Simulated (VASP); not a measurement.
# Si5Ge (P-6m2) in VASP: further runs, part 2 of 2

VASP 6.6.1.

**3. Relaxation of cell and atoms, PBE**

This run uses another cell than the first one, of 15.88 Å³/atom, 1.031 times its volume.

The input, INCAR:

```
SYSTEM = Si5Ge
PREC = Accurate
ENCUT = 600
EDIFF = 1E-6
ISMEAR = 0
SIGMA = 0.1
LREAL = .FALSE.
LASPH = .TRUE.
NELM = 100
ALGO = Normal
ISIF = 3
LWAVE = .FALSE.
LCHARG = .FALSE.
GGA = PE
IBRION = 2
NSW = 90
EDIFFG = -0.04
```

The input, KPOINTS:

```
Automatic mesh
0
G
  6 6 2
  0 0 0
```

The input, POSCAR:

```
Si5Ge
1.0
    2.8277913900      0.0000000000      0.0000000000
   -1.4138956900      2.4489391800      0.0000000000
    0.0000000000      0.0000000000     13.7564333800
Si Ge
5 1
Direct
    0.6666666700      0.3333333300      0.8333333300
    0.6666666700      0.3333333300      0.1666666700
    0.3333333300      0.6666666700      0.6666666700
    0.3333333300      0.6666666700      0.0000000000
    0.3333333300      0.6666666700      0.3333333300
    0.6666666700      0.3333333300      0.5000000000
```

Potentials or basis: VASP PAW PBE potentials, release 64 (Si, Ge_d).

Command:

```
$ cat potpaw_PBE.64/Si/POTCAR potpaw_PBE.64/Ge_d/POTCAR > POTCAR
$ mpirun -np 1 vasp_std > vasp.out
```

OUTCAR:

```text
SYSTEM = Si5Ge
   PREC = Accurate
   ENCUT = 600
   EDIFF = 1E-6
   ISMEAR = 0
   LREAL = .FALSE.
   LASPH = .TRUE.
   NELM = 100
   ISIF = 3
   GGA = PE
   IBRION = 2
   NSW = 90
   EDIFFG = -0.04

 ion  position               nearest neighbor table
   1  0.667  0.333  0.833-   3 2.81   3 2.81   3 2.81   4 2.81   4 2.81   4 2.81
   2  0.667  0.333  0.167-   5 2.81   5 2.81   5 2.81   4 2.81   4 2.81   4 2.81
   3  0.333  0.667  0.667-   1 2.81   1 2.81   1 2.81   6 2.81   6 2.81   6 2.81
   4  0.333  0.667  0.000-   1 2.81   2 2.81   1 2.81   2 2.81   1 2.81   2 2.81
   5  0.333  0.667  0.333-   2 2.81   2 2.81   2 2.81   6 2.81   6 2.81   6 2.81
   6  0.667  0.333  0.500-   3 2.81   5 2.81   3 2.81   5 2.81   3 2.81   5 2.81

  LATTYP: Found a hexagonal cell.
 ALAT       =     2.8277913900
 C/A-ratio  =     4.8647270901

  Lattice vectors:

 A1 = (   2.8277913900,   0.0000000000,   0.0000000000)
[... 293 lines left out ...]

[... ionic steps 4 to 24 ...]

--------------------------------------- Ionic step       25  -------------------------------------------

 number of electron      33.9999989 magnetization

------------------------ aborting loop because EDIFF is reached ----------------------------------------
[... 75 lines left out ...]
--------------------------------------- Ionic step       27  -------------------------------------------

 number of electron      33.9999990 magnetization

 Free energy of the ion-electron system (eV)
  ---------------------------------------------------
  ext. energy  EPLUGINS =         0.00000000
  ---------------------------------------------------
  free energy    TOTEN  =       -28.49394410 eV

  energy without entropy =      -28.48208354  energy(sigma->0) =      -28.48801382

 E-fermi :   8.9171     XC(G=0): -11.0492

 val. band max:        8.8376948351   @ k =   0.1667   0.1667   0.5000
 cond. band min:       8.9949708660   @ k =   0.1667   0.1667   0.0000
 fundamental gap:      0.1572760310
 Fermi energy:         8.9171317870

 k-point     1 :       0.0000    0.0000    0.0000
  band No.  band energies     occupation
      1     -15.9594      2.00000
      2     -15.9480      2.00000
      3     -15.9480      2.00000
      4     -15.8903      2.00000
      5     -15.8903      2.00000
      6      -5.0707      2.00000
[... 358 lines left out ...]
  FREE ENERGIE OF THE ION-ELECTRON SYSTEM (eV)
  ---------------------------------------------------
  free  energy   TOTEN  =       -28.4939441012 eV

  energy  without entropy=      -28.4820835372  energy(sigma->0) =      -28.48801382

 reached required accuracy - stopping structural energy minimisation
```

CONTCAR:

```text
Si5Ge
   1.00000000000000
     2.9574913744778120    0.0000000002587681    0.0000000000000000
    -1.4787456817854752    2.5612626612523841   -0.0000000000000000
    -0.0000000000000000   -0.0000000000000000   12.4890649027324407
  Si              Ge
     5     1
Direct
     0.6666666699999979    0.3333333300000021    0.8447302994595351
     0.6666666699999979    0.3333333300000021    0.1552697005404648
     0.3333333300000021    0.6666666699999979    0.6895311015440949
     0.3333333300000021    0.6666666699999979    0.0000000000000000
     0.3333333300000021    0.6666666699999979    0.3104688984559049
     0.6666666699999979    0.3333333300000021    0.5000000000000000

  0.00000000E+00  0.00000000E+00  0.00000000E+00
  0.00000000E+00  0.00000000E+00  0.00000000E+00
  0.00000000E+00  0.00000000E+00  0.00000000E+00
  0.00000000E+00  0.00000000E+00  0.00000000E+00
  0.00000000E+00  0.00000000E+00  0.00000000E+00
  0.00000000E+00  0.00000000E+00  0.00000000E+00
```

Wall time 5 min (1 thread of Intel Xeon 6975P-C (Granite Rapids), shared host); peak memory 0.27 GiB.

Results:

```yaml
Free_energy: -28.4939 eV
Relaxed_volume: 15.77 Å³/atom
Relaxed_cell: a = 2.957 Å, b = 2.957 Å, c = 12.489 Å, α = 90.00°, β = 90.00°, γ = 120.00°
Space_group_after_relaxing_to_0.05_Å: P-6m2 (No. 187)
Energy_gained_by_relaxing: 73.1 meV/atom
Ionic_steps: 27
Pressure_after_relaxing: -0.1 GPa
Largest_force_after_relaxing: 0.021 eV/Å
```

Forces on the atoms (eV/Å):
```
Si   0.000  0.000 -0.009
Si   0.000  0.000  0.009
Si   0.000  0.000  0.021
Si   0.000  0.000  0.000
Si   0.000  0.000 -0.021
Ge   0.000  0.000  0.000
```

Stress tensor (GPa, compression positive):
```
-0.21  0.00  0.00
 0.00 -0.21  0.00
 0.00  0.00  0.23
```

Step by step:
```tsv
step	energy change (eV)	largest force (eV/Å)	pressure (GPa)	volume (Å³)
1	0.0000	0.6104	-1.41	95.26
2	-0.1820	0.5315	0.44	93.25
3	-0.1888	0.5715	0.80	93.02
4	-0.2161	0.5519	0.94	92.54
5	-0.2706	0.4907	1.98	91.56
6	-0.2720	0.4728	2.46	91.17
7	-0.2729	0.4737	2.31	91.28
8	-0.3183	0.3664	-0.45	94.20
9	-0.3202	0.3413	-1.22	95.06
10	-0.3583	0.2901	-0.96	94.79
11	-0.4134	0.3093	0.20	93.99
12	-0.4138	0.3019	0.45	93.90
13	-0.4263	0.0539	-0.37	94.93
14	-0.4264	0.0636	-0.31	94.83
15	-0.4281	0.0439	0.37	94.00
16	-0.4281	0.0420	0.37	94.02
17	-0.4295	0.0722	0.47	93.90
18	-0.4328	0.1520	0.83	93.56
19	-0.4327	0.1314	0.72	93.66
20	-0.4329	0.1424	0.83	93.61
21	-0.4340	0.1482	0.70	93.75
22	-0.4340	0.1490	0.64	93.77
23	-0.4353	0.1316	0.52	93.96
24	-0.4372	0.0823	-0.06	94.52
25	-0.4373	0.0715	-0.19	94.64
26	-0.4378	0.0557	-0.15	94.63
27	-0.4384	0.0212	-0.06	94.60
```

Final structure:
```xyz
6
Lattice="2.9575 0.0000 0.0000 -1.4787 2.5613 0.0000 0.0000 0.0000 12.4891" Properties=species:S:1:pos:R:3 pbc="T T T"
Si    1.4787    0.8538   10.5499
Si    1.4787    0.8538    1.9392
Si    0.0000    1.7075    8.6116
Si    0.0000    1.7075    0.0000
Si    0.0000    1.7075    3.8775
Ge    1.4787    0.8538    6.2445
```

Caveat: the k points lie up to 0.41 Å⁻¹ apart in the final cell; the bands computed are all filled at some k points, so no gap is given.

**4. Single point, PBE**

This run uses another cell than the first one, of 15.35 Å³/atom, 0.997 times its volume.

The input, INCAR:

```
  PREC = Accurate
  ENCUT = 520
  EDIFF = 1E-6
  ISMEAR = 0
  SIGMA = 0.1
  LREAL = False
  LASPH = True
  NELM = 80
  ALGO = Normal
  ISIF = 2
  LWAVE = False
  LCHARG = False
  GGA = PE
  NBANDS = 26
```

The input, KPOINTS:

```
regular mesh
0
Gamma
  18 18 4
```

The input, POSCAR:

```
Si5Ge
1.0
    2.7604303767      0.0000000000      0.0000000000
   -1.3802151884      2.3906028316      0.0000000000
    0.0000000000      0.0000000000     13.9547212649
Si Ge
5 1
Direct
    0.6666666667      0.3333333333      0.8415330771
    0.6666666667      0.3333333333      0.1584669229
    0.3333333333      0.6666666667      0.6836893581
    0.3333333333      0.6666666667      0.0000000000
    0.3333333333      0.6666666667      0.3163106419
    0.6666666667      0.3333333333      0.5000000000
```

Potentials or basis: VASP PAW PBE potentials, release 64 (Si, Ge_d).

Command:

```
$ cat potpaw_PBE.64/Si/POTCAR potpaw_PBE.64/Ge_d/POTCAR > POTCAR
$ mpirun -np 1 vasp_std > vasp.out
```

OUTCAR:

```text
PREC = Accurate
   ENCUT = 520
   EDIFF = 1E-6
   ISMEAR = 0
   LREAL = False
   LASPH = True
   NELM = 80
   ISIF = 2
   GGA = PE

 ion  position               nearest neighbor table
   1  0.667  0.333  0.842-   3 2.72   3 2.72   3 2.72   4 2.73   4 2.73   4 2.73
   2  0.667  0.333  0.158-   5 2.72   5 2.72   5 2.72   4 2.73   4 2.73   4 2.73
   3  0.333  0.667  0.684-   1 2.72   1 2.72   1 2.72   6 3.02   6 3.02   6 3.02
   4  0.333  0.667  0.000-   1 2.73   2 2.73   1 2.73   2 2.73   1 2.73   2 2.73
   5  0.333  0.667  0.316-   2 2.72   2 2.72   2 2.72   6 3.02   6 3.02   6 3.02
   6  0.667  0.333  0.500-   3 3.02   5 3.02   3 3.02   5 3.02   3 3.02   5 3.02

  LATTYP: Found a hexagonal cell.
 ALAT       =     2.7604303767
 C/A-ratio  =     5.0552701429

  Lattice vectors:

 A1 = (   2.7604303767,   0.0000000000,   0.0000000000)
 A2 = (  -1.3802151884,   2.3906028316,   0.0000000000)
 A3 = (   0.0000000000,   0.0000000000,  13.9547212649)

Analysis of symmetry for initial positions (statically):
=====================================================================
 Subroutine PRICEL returns:
[... 176 lines left out ...]
  free energy    TOTEN  =       -28.58558863 eV

  energy without entropy =      -28.57812099  energy(sigma->0) =      -28.58185481

 E-fermi :   9.3201     XC(G=0): -11.1810

 val. band max:        9.3182116980   @ k =   0.3889   0.0556   0.2500
 cond. band min:       9.3782643459   @ k =   0.2778  -0.0000   0.0000
 fundamental gap:      0.0600526480
 Fermi energy:         9.3200551478

 k-point     1 :       0.0000    0.0000    0.0000
  band No.  band energies     occupation
      1     -15.5600      2.00000
      2     -15.5310      2.00000
      3     -15.5310      2.00000
      4     -15.4241      2.00000
      5     -15.4241      2.00000
      6      -4.8478      2.00000
[... 685 lines left out ...]
     25      12.8675      0.00000
     26      13.0620      0.00000

 [... further k-points ...]
[... 5 lines left out ...]
  --------------------------------------------------------------------------------------
  -------------------------------------------------------------------------------------
  Total       -0.0069062     -0.0069062     -0.0131273      0.0000000      0.0000000     -0.0000000
  in kB       -0.1201556     -0.1201556     -0.2283917      0.0000000      0.0000000     -0.0000000
  external PRESSURE =      -0.1562343 kB  Pullay stress =       0.0000000 kB

 VOLUME and BASIS-vectors are now :
 -----------------------------------------------------------------------------
  energy-cutoff  :      520.00
  volume of cell :       92.09
      direct lattice vectors                 reciprocal lattice vectors
     2.760430377  0.000000000  0.000000000     0.362262352  0.209152266  0.000000000
    -1.380215188  2.390602832  0.000000000     0.000000000  0.418304533  0.000000000
     0.000000000  0.000000000 13.954721265     0.000000000  0.000000000  0.071660335

 POSITION                                       TOTAL-FORCE (eV/Angst)
 -----------------------------------------------------------------------------------
      1.38022      0.79687     11.74336         0.000000     -0.000000      0.000467
      1.38022      0.79687      2.21136         0.000000      0.000000     -0.000467
     -0.00000      1.59374      9.54069        -0.000000     -0.000000      0.008530
     -0.00000      1.59374      0.00000        -0.000000     -0.000000      0.000000
     -0.00000      1.59374      4.41403        -0.000000     -0.000000     -0.008530
      1.38022      0.79687      6.97736        -0.000000     -0.000000      0.000000
 -----------------------------------------------------------------------------------
    total drift:                               -0.000000      0.000000      0.000000

  FREE ENERGIE OF THE ION-ELECTRON SYSTEM (eV)
  ---------------------------------------------------
  free  energy   TOTEN  =       -28.5855886252 eV

  energy  without entropy=      -28.5781209861  energy(sigma->0) =      -28.58185481
```

Wall time 3.2 min (1 thread of Intel Xeon 6975P-C (Granite Rapids), shared host); peak memory 0.38 GiB.

What came out:

- Free energy: -28.5856 eV
- Pressure: 0.0 GPa
- Largest force: 0.009 eV/Å
- Band gap on the k mesh: zero (band 17 reaches 17.28 eV, above the bottom of band 18 at 6.54 eV)

Forces on the atoms (eV/Å):
```
Si   0.000  0.000  0.000
Si   0.000  0.000  0.000
Si   0.000  0.000  0.009
Si   0.000  0.000  0.000
Si   0.000  0.000 -0.009
Ge   0.000  0.000  0.000
```

Levels at points of the mesh, in eV from the Fermi level:
```tsv
k point	band 13	band 14	band 15	band 16	band 17	band 18	band 19	band 20	band 21	band 22
(0.00, 0.00, 0.00)	-2.26	-2.09	3.70	4.35	7.95	7.95	8.52	8.52	9.19	9.19
(0.50, 0.00, 0.00)	-4.88	-4.72	-4.22	-1.76	-1.72	-1.31	0.40	3.07	3.17	3.39
(0.00, 0.00, 0.50)	-4.57	0.66	0.92	6.97	7.90	7.96	7.96	8.46	8.46	9.35
(0.50, 0.00, 0.50)	-5.69	-3.93	-3.31	-3.07	-2.53	0.37	1.12	1.53	2.19	3.19
```

**5. Relaxation of cell and atoms, PBE**

This run uses another cell than the first one, of 15.72 Å³/atom, 1.021 times its volume.

The input, INCAR:

```
SYSTEM = Si5Ge
PREC = Accurate
ENCUT = 600
EDIFF = 1E-7
ISMEAR = 0
SIGMA = 0.1
LREAL = .False.
LASPH = .True.
NELM = 100
ALGO = Normal
ISIF = 3
LWAVE = .False.
LCHARG = .False.
GGA = PE
IBRION = 2
NSW = 100
EDIFFG = -0.01
```

The input, KPOINTS:

```
regular mesh
0
Gamma
  12 12 4
  0 0 0
```

The input, POSCAR:

```
Si5Ge
1.0
    2.9247545603      0.0000000000      0.0000000000
   -1.4623772802      2.5329117491      0.0000000000
    0.0000000000      0.0000000000     12.7298934734
Si Ge
5 1
Direct
    0.6666666667      0.3333333333      0.8460166667
    0.6666666667      0.3333333333      0.1539833333
    0.3333333333      0.6666666667      0.6886402310
    0.3333333333      0.6666666667      0.0000000000
    0.3333333333      0.6666666667      0.3113597690
    0.6666666667      0.3333333333      0.5000000000
```

Potentials or basis: VASP PAW PBE potentials, release 64 (Si, Ge_d).

Command:

```
$ cat potpaw_PBE.64/Si/POTCAR potpaw_PBE.64/Ge_d/POTCAR > POTCAR
$ mpirun -np 1 vasp_std > vasp.out
```

OUTCAR:

```text
SYSTEM = Si5Ge
   PREC = Accurate
   ENCUT = 600
   EDIFF = 1E-7
   ISMEAR = 0
   LREAL = .False.
   LASPH = .True.
   NELM = 100
   ISIF = 3
   GGA = PE
   IBRION = 2
   NSW = 100
   EDIFFG = -0.01

 ion  position               nearest neighbor table
   1  0.667  0.333  0.846-   4 2.59   4 2.59   4 2.59   3 2.62   3 2.62   3 2.62
   2  0.667  0.333  0.154-   4 2.59   4 2.59   4 2.59   5 2.62   5 2.62   5 2.62
   3  0.333  0.667  0.689-   1 2.62   1 2.62   1 2.62   6 2.94   6 2.94   6 2.94
   4  0.333  0.667  0.000-   1 2.59   2 2.59   1 2.59   2 2.59   1 2.59   2 2.59
   5  0.333  0.667  0.311-   2 2.62   2 2.62   2 2.62   6 2.94   6 2.94   6 2.94
   6  0.667  0.333  0.500-   3 2.94   5 2.94   3 2.94   5 2.94   3 2.94   5 2.94

  LATTYP: Found a hexagonal cell.
 ALAT       =     2.9247545603
 C/A-ratio  =     4.3524655526
[... 392 lines left out ...]

 number of electron      33.9999993 magnetization

 Free energy of the ion-electron system (eV)
  ---------------------------------------------------
  ext. energy  EPLUGINS =         0.00000000
  ---------------------------------------------------
  free energy    TOTEN  =       -28.41939221 eV

  energy without entropy =      -28.40751261  energy(sigma->0) =      -28.41345241

 E-fermi :   9.1691     XC(G=0): -11.1150

 val. band max:        9.1674925447   @ k =   0.3333   0.1667   0.5000
 cond. band min:       9.1998120551   @ k =   0.1667   0.1667   0.5000
 fundamental gap:      0.0323195105
 Fermi energy:         9.1690898351

 k-point     1 :       0.0000    0.0000    0.0000
  band No.  band energies     occupation
      1     -15.6594      2.00000
      2     -15.6533      2.00000
      3     -15.6533      2.00000
      4     -15.5822      2.00000
      5     -15.5822      2.00000
      6      -4.9144      2.00000
[... 565 lines left out ...]
     20      11.7967      0.00000
     21      11.8151      0.00000

 [... further k-points ...]
[... 5 lines left out ...]
  --------------------------------------------------------------------------------------
  -------------------------------------------------------------------------------------
  Total        0.0104939      0.0104939      0.0044600     -0.0000000     -0.0000000      0.0000000
  in kB        0.1799370      0.1799370      0.0764744     -0.0000000     -0.0000000      0.0000000
  external PRESSURE =       0.1454495 kB  Pullay stress =       0.0000000 kB
[... 21 lines left out ...]
  FREE ENERGIE OF THE ION-ELECTRON SYSTEM (eV)
  ---------------------------------------------------
  free  energy   TOTEN  =       -28.4193922132 eV

  energy  without entropy=      -28.4075126122  energy(sigma->0) =      -28.41345241

 reached required accuracy - stopping structural energy minimisation
```

OSZICAR:

```text
N       E                     dE             d eps       ncg     rms          rms(c)
DAV:   1     0.213734050126E+03    0.21373E+03   -0.16614E+04  2887   0.276E+03
DAV:   2     0.116051522821E+01   -0.21257E+03   -0.20472E+03  2629   0.644E+02
DAV:   3    -0.272631380273E+02   -0.28424E+02   -0.27644E+02  3042   0.125E+02
DAV:   4    -0.286312046443E+02   -0.13681E+01   -0.13460E+01  2989   0.248E+01
[... 237 lines left out ...]
DAV:   2    -0.284193983788E+02    0.29536E-05   -0.15245E-04  2957   0.100E-01    0.169E-02
DAV:   3    -0.284193932146E+02    0.51642E-05   -0.11006E-05  3425   0.330E-02    0.763E-03
DAV:   4    -0.284193922754E+02    0.93914E-06   -0.45102E-06  3684   0.186E-02    0.214E-03
DAV:   5    -0.284193922147E+02    0.60696E-07   -0.12565E-06  2845   0.649E-03    0.113E-03
DAV:   6    -0.284193922132E+02    0.14970E-08   -0.14833E-07  1581   0.289E-03
  14 F= -.28419392E+02 E0= -.28413452E+02  d E =-.402910E-04
```

CONTCAR:

```text
Si5Ge
   1.00000000000000
     2.9186359190886462    0.0000000000001230   -0.0000000000000000
    -1.4593179595941121    2.5276128503739748   -0.0000000000000000
    -0.0000000000000000   -0.0000000000000000   12.6659066483601386
  Si              Ge
     5     1
Direct
     0.6666666667000030    0.3333333332999970    0.8428434537234173
     0.6666666667000030    0.3333333332999970    0.1571565462765826
     0.3333333332999970    0.6666666667000030    0.6830139350063976
     0.3333333332999970    0.6666666667000030    0.0000000000000000
     0.3333333332999970    0.6666666667000030    0.3169860649936023
     0.6666666667000030    0.3333333332999970    0.5000000000000000

  0.00000000E+00  0.00000000E+00  0.00000000E+00
  0.00000000E+00  0.00000000E+00  0.00000000E+00
  0.00000000E+00  0.00000000E+00  0.00000000E+00
  0.00000000E+00  0.00000000E+00  0.00000000E+00
  0.00000000E+00  0.00000000E+00  0.00000000E+00
  0.00000000E+00  0.00000000E+00  0.00000000E+00
```

It took 14 min on 1 thread of Intel Xeon 6975P-C (Granite Rapids), shared host; peak memory 0.34 GiB.

Results:

| Property | Result |
| --- | --- |
| Free energy | -28.4194 eV |
| Relaxed volume | 15.57 Å³/atom |
| Relaxed cell | a = 2.919 Å, b = 2.919 Å, c = 12.666 Å, α = 90.00°, β = 90.00°, γ = 120.00° |
| Space group after relaxing (to 0.05 Å) | P-6m2 (No. 187) |
| Energy gained by relaxing | 2.4 meV/atom |
| Ionic steps | 14 |
| Pressure after relaxing | 0.0 GPa |

Forces on the atoms (eV/Å):
```
Si   0.000  0.000  0.002
Si   0.000  0.000 -0.002
Si   0.000  0.000  0.002
Si   0.000  0.000  0.000
Si   0.000  0.000 -0.002
Ge   0.000  0.000  0.000
```

The path:
| step | energy change (eV) | largest force (eV/Å) | pressure (GPa) | volume (Å³) |
| --- | --- | --- | --- | --- |
| 1 | 0.0000 | 0.1589 | -0.15 | 94.30 |
| 2 | -0.0027 | 0.1434 | -0.07 | 94.10 |
| 3 | -0.0076 | 0.0970 | 0.24 | 93.50 |
| 4 | -0.0014 | 0.2344 | 1.17 | 92.30 |
| 5 | -0.0082 | 0.1260 | 0.44 | 93.24 |
| 6 | -0.0101 | 0.1214 | 0.18 | 93.47 |
| 7 | -0.0117 | 0.1095 | -0.34 | 93.96 |
| 8 | -0.0134 | 0.0703 | -0.23 | 93.75 |
| 9 | -0.0142 | 0.0279 | 0.00 | 93.44 |
| 10 | -0.0142 | 0.0282 | -0.02 | 93.47 |
| 11 | -0.0144 | 0.0199 | 0.00 | 93.46 |
| 12 | -0.0144 | 0.0142 | 0.00 | 93.45 |
| 13 | -0.0144 | 0.0134 | 0.00 | 93.44 |
| 14 | -0.0145 | 0.0024 | 0.01 | 93.44 |

Final structure:
```yaml
crystal:
  lattice:
    - [2.91864, 0.00000, 0.00000]
    - [-1.45932, 2.52761, 0.00000]
    - [0.00000, 0.00000, 12.66591]
  atoms:
    - { symbol: Si, position: [0.66667, 0.33333, 0.84284] }
    - { symbol: Si, position: [0.66667, 0.33333, 0.15716] }
    - { symbol: Si, position: [0.33333, 0.66667, 0.68301] }
    - { symbol: Si, position: [0.33333, 0.66667, 0.00000] }
    - { symbol: Si, position: [0.33333, 0.66667, 0.31699] }
    - { symbol: Ge, position: [0.66667, 0.33333, 0.50000] }
```

Caveat: the bands computed are all filled at some k points, so no gap is given.

**6. Summary**

```csv
task,cell,k mesh,cutoff (eV),gap on the mesh (eV),pressure (GPa),relaxed volume (Å³/atom),largest force (eV/Å)
single point,"a = 2.817, b = 2.817, c = 13.447 Å, angles 90.0, 90.0, 120.0°, 6 atoms",12 × 12 × 4,520,none,0.0,-,-
relaxation of cell and atoms,"relaxed from a = 2.828, b = 2.828, c = 13.756 Å, angles 90.0, 90.0, 120.0°, 6 atoms",6 × 6 × 2,600,-,-0.1,15.77,0.02
single point,"a = 2.760, b = 2.760, c = 13.955 Å, angles 90.0, 90.0, 120.0°, 6 atoms",18 × 18 × 4,520,none,0.0,-,0.01
relaxation of cell and atoms,"relaxed from a = 2.925, b = 2.925, c = 12.730 Å, angles 90.0, 90.0, 120.0°, 6 atoms",12 × 12 × 4,600,-,0.0,15.57,-
```

Alike in all rows: level PBE; potentials or basis VASP PAW PBE potentials, release 64 (Si, Ge_d); no spin polarisation; smearing gaussian 0.1 eV.

Caveats: some runs use coarse meshes; the bands computed are all filled at some k points, so no gap is given (some runs).

Total energies depend on the potentials used, so only differences within one code and one set of settings carry meaning.
